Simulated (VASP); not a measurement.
Runs of VASP 6.6.1 on Lu. The structure is that of space group P6_3/mmc (No. 194), or close to it. The cells are those of the table. 

```tsv
task	cell	gap on the mesh (eV)	pressure (GPa)
electric field gradients	a = 3.450, b = 3.450, c = 5.472 Å, angles 90.0, 90.0, 120.0°, 2 atoms	none	(a)
single point	a = 3.480, b = 3.480, c = 5.520 Å, angles 90.0, 90.0, 120.0°, 2 atoms	none	0.7
electric field gradients	a = 3.510, b = 3.510, c = 5.567 Å, angles 90.0, 90.0, 120.0°, 2 atoms	none	-0.8
single point	a = 3.539, b = 3.539, c = 5.613 Å, angles 90.0, 90.0, 120.0°, 2 atoms	none	-1.6
```

Alike in all rows: level PBE; potentials or basis VASP PAW PBE potentials, release 64 (Lu); no spin polarisation; k mesh 13 × 13 × 8; cutoff (eV) 520; smearing fermi-dirac 0.03 eV.

**Question.** Estimate the missing entries.

**Answer.** (a) 1.7.

Caveats: spin-orbit coupling is left out, which moves the levels of the heavy elements.

A k mesh can miss the band edges, and the runs leave out spin-orbit coupling on Lu.

A gap of «none» marks levels without a gap at the run's occupations.
